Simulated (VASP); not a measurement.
Crystal: GaSn2.

```
Ga Sn
1.0
    -1.89303    1.89303    4.64384
     1.89303   -1.89303    4.64384
     1.89303    1.89303   -4.64384
Ga Sn
1 2
Direct
  0.00000 0.00000 0.00000
  0.66500 0.66500 0.00000
  0.33500 0.33500 0.00000
```

| Item | Value |
| --- | --- |
| Program | VASP 6.6.1 |
| Task | relaxation of cell and atoms |
| Functional | PBE |
| Potentials or basis | VASP PAW PBE potentials, release 64 (Ga_d, Sn_d) |
| Cutoff | 600 eV |
| k mesh | 6 × 6 × 6 |
| Occupations | gaussian, width 0.1 eV |
| Spin | no spin polarisation |

At the start: pressure 8.3 GPa; volume 22.19 Å³/atom.

Problem. How do energy, volume and symmetry change on relaxing?

Solution. Over 6 steps the energy falls by 71.4 meV/atom and the volume is 25.16 Å³/atom (+13.4 %); space group I4/mmm (No. 139, to 0.05 Å).

The path:
| step | energy change (eV) | largest force (eV/Å) | pressure (GPa) | volume (Å³) |
| --- | --- | --- | --- | --- |
| 1 | 0.0000 | 0.1232 | 8.31 | 66.57 |
| 2 | -0.1961 | 0.0512 | -1.63 | 78.25 |
| 3 | -0.2137 | 0.0594 | 0.15 | 75.18 |
| 4 | -0.2136 | 0.0578 | -0.03 | 75.36 |
| 5 | -0.2141 | 0.0419 | -0.12 | 75.45 |
| 6 | -0.2142 | 0.0338 | -0.13 | 75.49 |

Final structure:
```
Ga Sn
1.0
    -1.96036    1.96036    4.91089
     1.96036   -1.96036    4.91089
     1.96036    1.96036   -4.91089
Ga Sn
1 2
Direct
  0.00000 0.00000 0.00000
  0.66408 0.66408 0.00000
  0.33592 0.33592 0.00000
```

Caveat: the k points lie up to 0.38 Å⁻¹ apart in the final cell.
